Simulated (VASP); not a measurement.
A run of VASP 6.6.1 is set up as follows.

INCAR

```
SYSTEM = Au
PREC = Accurate ; ENCUT = 520
EDIFF = 1E-7 ; ISMEAR = -1
SIGMA = 0.05 ; LREAL = .False.
LASPH = .True. ; NELM = 80
ALGO = Fast ; ISIF = 2
LWAVE = .False. ; LCHARG = .False.
GGA = PS ; NBANDS = 18
```

File KPOINTS:

```
Automatic mesh
0
Gamma
  10 10 6
  0 0 0
```

File POSCAR:

```
Au
1.0
    2.8154890579      0.0000000000      0.0000000000
   -0.0129553469      2.8201795887      0.0000000000
   -1.1378916452     -1.1854109603      4.9240140333
Au
2
Direct
    0.6669780000      0.6345200000      0.2717050000
    0.3283250000      0.3241780000      0.7250720000
```

Potentials or basis: VASP PAW PBE potentials, release 64 (Au).

Launch:

```bash
$ cat potpaw_PBE.64/Au/POTCAR > POTCAR
$ mpirun -np 1 vasp_std > vasp.out
```

(1) Predict the pressure.

(2) Predict the band gap on the k mesh.

Answers

(1) -8.1 GPa.

(2) zero (band 11 reaches 10.32 eV, above the bottom of band 12 at 5.38 eV).

Caveat: the cell differs from its parent crystal (atoms moved at random); the PAW data sets were made with another functional, which shifts forces and pressure a little; spin-orbit coupling is left out, which moves the levels of the heavy elements.
